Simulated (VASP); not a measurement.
Input of a VASP 6.6.1 run:

Contents of INCAR:

```
ALGO = Normal
EDIFF = 1E-6
ENCUT = 520
GGA = PE
ISIF = 2
ISMEAR = -1
LASPH = True
LCHARG = False
LREAL = False
LWAVE = False
NBANDS = 13
NELM = 100
PREC = Accurate
SIGMA = 0.06122561905347299
```

File KPOINTS:

```
k-points
0
Gamma
  37 37 37
```

POSCAR

```
Pb
1.0
    0.0000000000      2.5063436120      2.5063436120
    2.5063436120      0.0000000000      2.5063436120
    2.5063436120      2.5063436120      0.0000000000
Pb
1
Direct
    0.0000000000      0.0000000000      0.0000000000
```

Potentials or basis: VASP PAW PBE potentials, release 64 (Pb_d).

Run with:

```bash
$ cat potpaw_PBE.64/Pb_d/POTCAR > POTCAR
$ mpirun -np 1 vasp_std > vasp.out
```

(1) Estimate the band gap on the k mesh.

(2) Predict the pressure.

## Answers

(1) zero (bands 7 and 8 overlap by 8.69 eV).

(2) 0.6 GPa.

Caveat: spin-orbit coupling is left out, which moves the levels of the heavy elements.
